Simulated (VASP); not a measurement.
Runs of VASP 6.6.1 on CuO. The structure is that of space group R3m (No. 160), or close to it. The cells are those of the table. 

```tsv
level	potentials or basis	U	cell	cutoff (eV)	gap on the mesh (eV)	pressure (GPa)	largest force (eV/Å)
PBEsol	VASP PAW PBE potentials, release 64 (Cu, O)	-	a = 3.033 Å, angles 60.0°, 2 atoms	520	none	1.9	0.59
RPBE	VASP PAW PBE potentials, release 64 (Cu, O)	-	a = 2.973 Å, angles 60.0°, 2 atoms	520	none	30.3	1.28
PBEsol	VASP PAW PBE potentials, release 64 (Cu, O)	-	a = 3.052 Å, angles 60.0°, 2 atoms	520	none	-1.5	0.47
BLYP	VASP PAW PBE potentials, release 64 (Cu, O)	-	a = 3.033 Å, angles 60.0°, 2 atoms	520	none	17.9	0.83
LDA+U	VASP PAW LDA potentials, release 64 (Cu_sv_GW, O)	Cu d U = 5.3 eV	a = 2.993 Å, angles 60.0°, 2 atoms	700	none	-2.6	0.75
RPBE	VASP PAW PBE potentials, release 64 (Cu, O)	-	a = 3.013 Å, angles 60.0°, 2 atoms	520	none	20.5	0.98
BLYP	VASP PAW PBE potentials, release 64 (Cu, O)	-	a = 3.013 Å, angles 60.0°, 2 atoms	520	none	22.3	0.96
RPBE	VASP PAW PBE potentials, release 64 (Cu, O)	-	a = 2.932 Å, angles 60.0°, 2 atoms	520	none	42.4	1.64
PBE	VASP PAW PBE potentials, release 64 (Cu, O)	-	a = 3.033 Å, angles 60.0°, 2 atoms	520	none	(b)	0.74
RPBE	VASP PAW PBE potentials, release 64 (Cu, O)	-	a = 3.052 Å, angles 60.0°, 2 atoms	520	none	(a)	0.72
r2SCAN+U	VASP PAW PBE potentials, release 64 (Cu, O)	Cu d U = 4.5 eV	a = 2.993 Å, angles 60.0°, 2 atoms	520	none	7.0	0.89
```

Alike in all rows: no spin polarisation; smearing fermi-dirac 0.05 eV.

Q: Fill in the values left out.

A: (a) 12.5; (b) 10.6.

Caveats: an odd number of electrons without spin polarisation forces a metal; a magnetic or distorted state may lie lower; the PAW data sets were made with another functional, which shifts forces and pressure a little (at least some runs); semilocal functionals often make such compounds metallic where correlation or magnetic order opens a gap, which also shifts bond lengths (at least some runs); the cell stands under pressure (at least some runs); U without spin polarisation on a metal has little footing (at least some runs).

A gap of «none» marks levels without a gap at the run's occupations.

The runs don't all hold the same shells in valence.
